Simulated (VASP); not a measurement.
Here is a VASP 6.6.1 calculation.

The input INCAR:

```
PREC = Accurate
ENCUT = 520
EDIFF = 1E-6
ISMEAR = -1
SIGMA = 0.05
LREAL = Auto
LASPH = T
NELM = 80
ALGO = Normal
ISIF = 2
LWAVE = F
LCHARG = T
GGA = PE
IVDW = 12
LELF = T
LVHAR = T
NBANDS = 89
```

File KPOINTS:

```
regular mesh
0
Gamma
  1 1 1
```

POSCAR

```
H8C5S3O3
1.0
    9.0856030000      0.0000000000      0.0000000000
    0.0000000000      9.0856030000      0.0000000000
    0.0000000000      0.0000000000      9.0856030000
C H O S
10 16 6 6
Direct
    0.6324951685      0.7849341425      0.0070771307
    0.2755458278      0.3184158498      0.6913355118
    0.1607268114      0.8176012093      0.2610063416
    0.9289972278      0.1346195734      0.3607465569
    0.8870407391      0.4776237747      0.9504487484
    0.0245003001      0.0365853538      0.8087630507
    0.2848682691      0.7096502015      0.7496255339
    0.8893630946      0.6493239909      0.5268885290
    0.6004444614      0.1793827003      0.8747135441
    0.5090691284      0.4853612908      0.3407038586
    0.7391143989      0.8470764131     -0.0144514349
    0.6177795794      0.7592781679      0.1209275818
    0.6612769675      0.6814627494     -0.0523355467
    0.5412519125      0.8445559420     -0.0465131483
    0.3819229169      0.3722262573      0.6928323855
    0.2142620583      0.3358500256      0.7948179114
    0.2927378623      0.2006361053      0.6761136272
    0.2150985466      0.3698598761      0.6028988940
    0.1232829566      0.8570152141      0.3685280988
    0.0672052257      0.7955773546      0.1894095527
    0.2522562344      0.7303422789      0.2670598748
    0.2217574332      0.9034072917      0.2077902810
    0.8274189396      0.1545301946      0.3050650573
    1.0195580855      0.1366777747      0.2709671554
    0.9180348294      0.0334044972      0.4234171359
    0.9362614677      0.2277889536      0.4306483565
    0.8517871626      0.4588248023      0.8292570124
    0.0388306643      0.0190521202      0.6828165395
    0.3536694262      0.7081753407      0.6375361107
    0.9804522606      0.5608103282      0.4997466871
    0.6428302007      0.1441401303      0.7543252770
    0.4381107121      0.5760101999      0.2760191041
    0.9197958572      0.4965548242      1.1197715771
   -0.0025975161      0.0705071529      0.9776676353
    0.1968719082      0.7017696019      0.8938427092
    0.7656398810      0.7610612086      0.5614156815
    0.5636499856      0.2316191892      1.0288915331
    0.5987714850      0.3687592337      0.4263998768
```

Potentials or basis: VASP PAW PBE potentials, release 64 (C, H, O, S).

Run with:

```bash
$ cat potpaw_PBE.64/C/POTCAR potpaw_PBE.64/H/POTCAR potpaw_PBE.64/O/POTCAR potpaw_PBE.64/S/POTCAR > POTCAR
$ mpirun -np 1 vasp_gam > vasp.out
```

Estimate the dispersion energy per atom.

-0.052 eV.

Estimate the band gap on the k mesh.

4.87 eV.

What does it give for the pressure?

-0.2 GPa.

What does it give for the largest force?

4.185 eV/Å.

Stress tensor (GPa, compression positive):
```
-0.67  0.46  0.60
 0.46  0.05  0.33
 0.60  0.33  0.14
```

Caveat: the k points lie up to 0.69 Å⁻¹ apart.
